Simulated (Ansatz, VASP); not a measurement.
Two plane-wave programs on BP

```xyz
2
Lattice="0.0000 2.2577 2.2690 2.2690 0.0000 2.2690 2.2690 2.2577 0.0000" Properties=species:S:1:pos:R:3 pbc="T T T"
B     0.0000    0.0000    0.0000
P     3.4035    3.3865    3.4035
```

Change from the starting cell: strain -0.0050 x Voigt [0, 1, 0, 0, 0, 0], atoms carried along.

Alike in both runs: task single point; functional r2SCAN; k mesh 10 × 10 × 10; occupations gaussian, width 0.05 eV; no spin polarisation.

|  | VASP | Ansatz |
| --- | --- | --- |
| version | VASP 6.6.1 | Ansatz 0.2.0 |
| potentials or method | VASP PAW PBE potentials, release 64 (B, P), cutoff 520 eV | scalar-relativistic, plane waves, PAW |
| valence electrons in the cell | 8 | 8 |

Ansatz gave:

| Quantity | Value |
| --- | --- |
| gap on the k mesh at the Fermi level (eV) | 1.33 |
| least direct gap on the mesh (eV) | 3.55 |
| pressure (GPa) | 0.7 |
| traceless stress, the component that is largest in VASP (GPa) | 0.96 |

Question: What did VASP give for the same quantities?

Answer: gap on the k mesh at the Fermi level (eV): 1.36; least direct gap on the mesh (eV): 3.59; pressure (GPa): 0.2; traceless stress, the component that is largest in VASP (GPa): 0.96.

VASP's potentials were made for PBE, not for r2SCAN.
